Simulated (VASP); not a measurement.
Input of a VASP 6.6.1 run:

INCAR

```
SYSTEM = Ga3Bi2N3
PREC = Accurate ; ENCUT = 600
EDIFF = 1E-6 ; ISMEAR = 0
SIGMA = 0.15 ; LREAL = .FALSE.
LASPH = .TRUE. ; NELM = 120
ALGO = Normal ; ISIF = 2
LWAVE = .FALSE. ; LCHARG = .TRUE.
GGA = PE ; LELF = .TRUE.
LVHAR = .TRUE. ; NBANDS = 52
GGA_COMPAT = .FALSE.
```

The input KPOINTS:

```
Automatic mesh
0
G
  3 3 2
  0 0 0
```

File POSCAR:

```
Ga3Bi2N3
1.0
    5.2859603531      0.0000000000      0.0000000000
    0.0000000000      5.2859603531      0.0000000000
    0.0000000000      0.0000000000      9.8163741535
Ga Bi N
3 2 3
Direct
    0.5000000000      0.5000000000      0.8766552294
    0.5000000000      0.5000000000      0.1233447706
    0.5000000000      0.5000000000      0.5000000000
    0.5000000000      0.0000000000      0.5000000000
    0.0000000000      0.5000000000      0.5000000000
    0.5000000000      0.5000000000      0.2991697032
    0.5000000000      0.5000000000      0.7008302968
    0.0000000000      0.0000000000      0.5000000000
```

Potentials or basis: VASP PAW PBE potentials, release 64 (Ga_d, Bi_d, N).

Launch:

```bash
$ cat potpaw_PBE.64/Ga_d/POTCAR potpaw_PBE.64/Bi_d/POTCAR potpaw_PBE.64/N/POTCAR > POTCAR
$ mpirun -np 1 vasp_std > vasp.out
```

Problem. Estimate the pressure.

Solution. 0.0 GPa.

Problem. Estimate the largest force.

Solution. 0.109 eV/Å.

Stress tensor (GPa, compression positive):
```
 0.14  0.00  0.00
 0.00  0.14  0.00
 0.00  0.00 -0.31
```

Caveat: the k points lie up to 0.40 Å⁻¹ apart, too coarse for converged energies and pressures of a metal.
